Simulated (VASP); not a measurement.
The system is CdSe.

```
Cd Se
1.0
     4.29850    0.00000    0.00000
    -2.14925    3.72261    0.00000
     0.00000    0.00000    7.01520
Cd Se
2 2
Cartesian
  2.1492 1.2409 0.0000
  0.0000 2.4817 3.5076
  2.1492 1.2409 2.6307
  0.0000 2.4817 6.1383
```

- Program: VASP 6.6.1
- Task: relaxation of cell and atoms
- Functional: PBE
- Potentials or basis: VASP PAW PBE potentials, release 64 (Cd, Se)
- Cutoff: 600 eV
- k mesh: 6 × 6 × 4
- Occupations: gaussian, width 0.02 eV
- Spin: no spin polarisation

At the start: pressure 3.3 GPa; volume 28.06 Å³/atom.

Problem. How do energy, volume and symmetry change on relaxing?

Solution. Over 8 steps the energy falls by 17.7 meV/atom and the volume is 29.90 Å³/atom (+6.6 %); space group P6_3mc (No. 186, to 0.05 Å).

The path:
```
step  energy change (eV)  largest force (eV/Å)  pressure (GPa)  volume (Å³)
   1              0.0000                0.0199            3.27       112.25
   2             -0.0654                0.0060           -0.78       121.82
   3             -0.0709                0.0083           -0.01       119.59
   4             -0.0708                0.0085            0.07       119.44
   5             -0.0709                0.0055            0.06       119.44
   6             -0.0709                0.0013            0.05       119.45
   7             -0.0709                0.0003            0.04       119.50
   8             -0.0709                0.0021            0.00       119.62
```

Final structure:
```cif
data_structure
_symmetry_space_group_name_H-M 'P 1'
_symmetry_Int_Tables_number 1
_cell_length_a 4.3898
_cell_length_b 4.3898
_cell_length_c 7.1677
_cell_angle_alpha 90.000
_cell_angle_beta 90.000
_cell_angle_gamma 120.000
_cell_volume 119.62
loop_
_atom_site_label
_atom_site_type_symbol
_atom_site_fract_x
_atom_site_fract_y
_atom_site_fract_z
_atom_site_occupancy
Cd1 Cd 0.66667 0.33333 0.99972 1
Cd2 Cd 0.33333 0.66667 0.49972 1
Se1 Se 0.66667 0.33333 0.37528 1
Se2 Se 0.33333 0.66667 0.87528 1
```
